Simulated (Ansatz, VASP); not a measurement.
**Ta in VASP and in Ansatz**

Contents of INCAR:

```
  ALGO = Normal
  EDIFF = 1E-6
  ENCUT = 520
  GGA = PE
  ISIF = 2
  ISMEAR = 0
  LASPH = T
  LCHARG = F
  LREAL = F
  LWAVE = F
  NBANDS = 18
  NELM = 60
  PREC = Accurate
  SIGMA = 0.1
```

The input KPOINTS:

```
k-points
0
Gamma
  15 15 8
```

Contents of POSCAR:

```
Ta
1.0
    2.9003720726      0.0000000000      0.0000000000
   -1.4501860363      2.5117958953      0.0000000000
    0.0000000000      0.0000000000      5.1662740000
Ta
2
Direct
    0.6666666700      0.3333333300      0.7500000000
    0.3333333300      0.6666666700      0.2674206788
```

Input for Ansatz:

```yaml
crystal:
  lattice:
    - [2.9003720726, 0.0, 0.0]
    - [-1.4501860363, 2.5117958953, 0.0]
    - [0.0, 0.0, 5.166274]
  atoms:
    - { symbol: Ta, position: [0.66666667, 0.33333333, 0.75] }
    - { symbol: Ta, position: [0.33333333, 0.66666667, 0.2674206788] }
basis:
  ecutwfc: 420
kpoints:
  mp_grid: { grid: [15, 15, 8] }
hamiltonian:
  xc: pbe
scf:
  occupations: { method: gaussian, width: 0.1 }
output:
  forces: true
  stress: true
  eigenvalues: true
```

Change from the starting cell: one atom moved.

Alike in both runs: task single point; functional PBE; k mesh 15 × 15 × 8; occupations gaussian, width 0.1 eV; no spin polarisation.

|  | VASP | Ansatz |
| --- | --- | --- |
| version | VASP 6.6.1 | Ansatz 0.2.0 |
| potentials or method | VASP PAW PBE potentials, release 64 (Ta_pv), cutoff 520 eV | scalar-relativistic, plane waves, PAW |
| valence electrons in the cell | 22 | 26 |

Ansatz gave:

```
gap on the k mesh at the Fermi level (eV)                     : none
pressure (GPa)                                                : -0.2
traceless stress, the component that is largest in VASP (GPa) : -0.24
rms of the force components (eV/Å)                            : 0.584
```

Estimate VASP's values.

gap on the k mesh at the Fermi level (eV): none; pressure (GPa): -0.2; traceless stress, the component that is largest in VASP (GPa): -0.23; rms of the force components (eV/Å): 0.583.

Atom by atom the forces differ by 0.001 eV/Å (rms over components). A gap of «none» marks a metal or a gap that the smearing closes. With one functional, cell and mesh, what is left measures potentials, basis and numerics. VASP's potentials hold 22 valence electrons a cell and Ansatz's 26, so a difference there can come from the potentials and not from the codes.

Neither program's run includes spin-orbit coupling.
